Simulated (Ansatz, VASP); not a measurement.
## KF: VASP beside Ansatz

The input INCAR:

```
SYSTEM = KF
PREC     = Accurate       ! precision mode
ENCUT    = 520            ! plane-wave cutoff, eV
EDIFF    = 1E-6           ! SCF threshold, eV
ISMEAR   = 0              ! smearing method
SIGMA    = 0.05           ! smearing width, eV
LREAL    = .FALSE.        ! projectors in reciprocal space
LASPH    = .TRUE.         ! aspherical terms in the spheres
NELM     = 100            ! most SCF steps
ALGO     = Normal         ! electronic algorithm
ISIF     = 2              ! what is computed and relaxed
LWAVE    = .FALSE.        ! write WAVECAR
LCHARG   = .FALSE.        ! write CHGCAR
NBANDS   = 15             ! bands
```

KPOINTS

```
regular mesh
0
G
  8 8 8
  0 0 0
```

Contents of POSCAR:

```
KF
1.0
   -0.1353869700      2.5020215357      2.5020215357
    2.5020215357     -0.1353869700      2.5020215357
    2.5020215357      2.5020215357     -0.1353869700
K F
1 1
Direct
    0.0000000000      0.0000000000      0.0000000000
    0.5000000000      0.5000000000      0.5000000000
```

Input for Ansatz:

```yaml
crystal:
  lattice:
    - [-0.13538697, 2.5020215357, 2.5020215357]
    - [2.5020215357, -0.13538697, 2.5020215357]
    - [2.5020215357, 2.5020215357, -0.13538697]
  atoms:
    - { symbol: K, position: [0.0, 0.0, 0.0] }
    - { symbol: F, position: [0.5, 0.5, 0.5] }
basis:
  ecutwfc: 520.0
kpoints:
  mp_grid: { grid: [8, 8, 8] }
hamiltonian:
  xc: lda
scf:
  occupations: { method: gaussian, width: 0.05 }
output:
  forces: true
  stress: true
  eigenvalues: true
  write_density: true
  write_potential: true
  elf: true
  volumetric_format: npy
```

Alike in both runs: task single point; functional LDA; k mesh 8 × 8 × 8; occupations gaussian, width 0.05 eV; no spin polarisation.

|  | VASP | Ansatz |
| --- | --- | --- |
| version | VASP 6.6.1 | Ansatz 0.2.0 |
| potentials or method | VASP PAW LDA potentials, release 64 (K_sv, F), cutoff 520 eV | scalar-relativistic, plane waves, PAW |
| valence electrons in the cell | 16 | 16 |

```csv
,VASP,Ansatz,Ansatz less VASP
gap on the k mesh at the Fermi level (eV),6.37,6.39,+0.020
least direct gap on the mesh (eV),6.37,6.39,+0.020
pressure (GPa),0.8,0.5,-0.27
"traceless stress, the component that is largest in VASP (GPa)",0.56,0.58,+0.019
```

LDA's correlation is that of Perdew and Zunger in VASP and of Perdew and Wang (1992) in Ansatz.
